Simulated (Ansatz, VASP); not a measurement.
## Sr in VASP and in Ansatz

```xyz
1
Lattice="-2.4250 2.4250 2.4250 2.4250 -2.4250 2.4250 2.4250 2.4250 -2.4250" Properties=species:S:1:pos:R:3 pbc="T T T"
Sr    0.0000    0.0000    0.0000
```

Alike in both runs: task single point; functional LDA; k mesh 16 × 16 × 16; occupations gaussian, width 0.15 eV; no spin polarisation.

|  | VASP | Ansatz |
| --- | --- | --- |
| version | VASP 6.6.1 | Ansatz 0.2.0 |
| potentials or method | VASP PAW LDA potentials, release 64 (Sr_sv), cutoff 520 eV | scalar-relativistic, plane waves, PAW |
| valence electrons in the cell | 10 | 10 |

```tsv
	VASP	Ansatz	Ansatz less VASP
gap on the k mesh at the Fermi level (eV)	none	none	-
pressure (GPa)	-1.8	-1.8	+0.01
```

LDA's correlation is that of Perdew and Zunger in VASP and of Perdew and Wang (1992) in Ansatz. A gap of «none» marks a metal or a gap that the smearing closes.
